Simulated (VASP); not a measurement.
# Sb2Mo: single point with r2SCAN

Sb2Mo:

```
Sb Mo
1.0
     5.03659    0.00000    0.00000
    -2.51830    4.36182    0.00000
     0.00000    0.00000    2.98793
Sb Mo
2 1
Direct
  0.33333 0.66667 0.50000
  0.66667 0.33333 0.50000
  0.00000 0.00000 0.00000
```

```json
{"Program": "VASP 6.6.1", "Task": "single point", "Functional": "r2SCAN", "Potentials or basis": "VASP PAW PBE potentials, release 64 (Sb, Mo_sv)", "Cutoff": "520 eV", "k mesh": "6 × 6 × 4", "Occupations": "gaussian, width 0.1 eV", "Spin": "no spin polarisation", "Dipole correction": "no", "Further INCAR settings": "ALGO = Normal; EDIFF = 1e-07; NBANDS = 19"}
```

* Pressure: 0.5 GPa
* Band gap on the k mesh: zero (bands 12 and 13 overlap by 2.18 eV)

Stress tensor (GPa, compression positive):
```
0.66 0.00 0.00
0.00 0.66 0.00
0.00 0.00 0.24
```

Levels at points of the mesh, in eV from the Fermi level:
| k point | band 9 | band 10 | band 11 | band 12 | band 13 | band 14 | band 15 | band 16 |
| --- | --- | --- | --- | --- | --- | --- | --- | --- |
| (0.00, 0.00, 0.00) | -3.08 | -1.84 | -1.84 | 1.05 | 1.05 | 1.44 | 1.44 | 2.36 |
| (0.50, 0.00, 0.00) | -2.44 | -1.93 | 0.25 | 0.65 | 1.03 | 1.26 | 4.07 | 4.96 |
| (0.00, 0.00, 0.50) | -3.01 | -2.78 | -2.67 | -2.67 | -1.13 | -1.13 | 2.14 | 4.52 |
| (0.50, 0.00, 0.50) | -4.88 | -1.44 | -0.61 | -0.51 | -0.44 | 0.74 | 1.33 | 2.34 |

Run time: 90 s on 1 thread of AMD EPYC 7R13 Processor (Zen 3) (shared host), peak memory 0.17 GiB.

Caveat: the k points lie up to 0.53 Å⁻¹ apart, too coarse for converged energies and pressures of a metal; the PAW data sets were made with another functional, which shifts forces and pressure a little; spin-orbit coupling is left out, which moves the levels of the heavy elements.
